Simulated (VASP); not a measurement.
## PbO2 (fluorite type): single point with r2SCAN

Crystal: PbO2 (fluorite type).

```
CELL_PARAMETERS angstrom
0.00000 2.63129 2.63129
2.63129 0.00000 2.63129
2.63129 2.63129 0.00000
ATOMIC_POSITIONS crystal
Pb 0.00000 0.00000 0.00000
O 0.25000 0.25000 0.25000
O 0.75000 0.75000 0.75000
```

| Quantity | Value |
| --- | --- |
| Program | VASP 6.6.1 |
| Task | single point |
| Functional | r2SCAN |
| Potentials or basis | VASP PAW PBE potentials, release 64 (Pb_d, O) |
| Cutoff | 520 eV |
| k mesh | 11 × 11 × 11 |
| Occupations | fermi-dirac, width 0.1 eV |
| Spin | no spin polarisation |
| Dipole correction | no |
| Further INCAR settings | ALGO = Normal; EDIFF = 1e-06; NBANDS = 20 |

```
Pressure               : 7.0 GPa
Band gap on the k mesh : zero (bands 13 and 14 overlap by 1.37 eV)
```

Levels at points of the mesh, in eV from the Fermi level:
| k point | band 9 | band 10 | band 11 | band 12 | band 13 | band 14 | band 15 | band 16 | band 17 | band 18 |
| --- | --- | --- | --- | --- | --- | --- | --- | --- | --- | --- |
| (0.00, 0.00, 0.00) | -2.33 | -2.33 | -1.97 | -1.56 | -1.56 | -1.56 | 7.72 | 7.72 | 7.72 | 12.23 |

Wall time 100 s on 1 thread of Intel(R) Xeon(R) Platinum 8488C (Sapphire Rapids), with other jobs on the host, peak memory 0.18 GiB.

Caveat: the cell stands under pressure; the PAW data sets were made with another functional, which shifts forces and pressure a little; spin-orbit coupling is left out, which moves the levels of the heavy elements.
